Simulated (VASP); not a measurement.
Wanted: the native input for a VASP 6.6.1 run.

```yaml
Task: relaxation of cell and atoms
Functional: PBE
Potentials_or_basis: VASP PAW PBE potentials, release 64 (Mg, O)
Cutoff: 600 eV
k_mesh: 8 × 8 × 8
Occupations: gaussian, width 0.01 eV
Spin: no spin polarisation
Dipole_correction: no
Further_INCAR_settings: ALGO = Normal; EDIFF = 1e-06; IBRION = 2; EDIFFG = -0.001; NSW = 80; ISIF = 3
```

The structure of MgO lies in POSCAR:

```
MgO
1.0
    0.0000000000      2.3061620622      2.3061620622
    2.3061620622      0.0000000000      2.3061620622
    2.3061620622      2.3061620622      0.0000000000
Mg O
1 1
Direct
    0.5000000000      0.5000000000      0.5000000000
    0.2500000000      0.2500000000      0.2500000000
```

One way to write it, as run:

INCAR

```
  PREC = Accurate
  ENCUT = 600
  EDIFF = 1E-6
  ISMEAR = 0
  SIGMA = 0.01
  LREAL = False
  LASPH = True
  NELM = 60
  ALGO = Normal
  ISIF = 3
  LWAVE = False
  LCHARG = False
  GGA = PE
  IBRION = 2
  NSW = 80
  EDIFFG = -0.001
```

KPOINTS

```
Automatic mesh
0
Gamma
  8 8 8
```

Potentials or basis: VASP PAW PBE potentials, release 64 (Mg, O).

Launch:

```console
$ cat potpaw_PBE.64/Mg/POTCAR potpaw_PBE.64/O/POTCAR > POTCAR
$ mpirun -np 1 vasp_std > vasp.out
```

Results of the run:

The relaxed volume is 12.21 Å³/atom, the relaxed cell is a = 3.256 Å, b = 3.256 Å, c = 3.256 Å, α = 60.00°, β = 60.00°, γ = 60.00° and the space group after relaxing (to 0.05 Å) is F-43m (No. 216). The energy gained by relaxing is 0.1 meV/atom, the ionic steps are 5 and the pressure after relaxing is 0.0 GPa. The band gap on the k mesh is 3.49 eV, direct.

It took 30 s on 1 thread of Intel Xeon 8259CL, with other jobs on the host, peak memory 0.16 GiB.
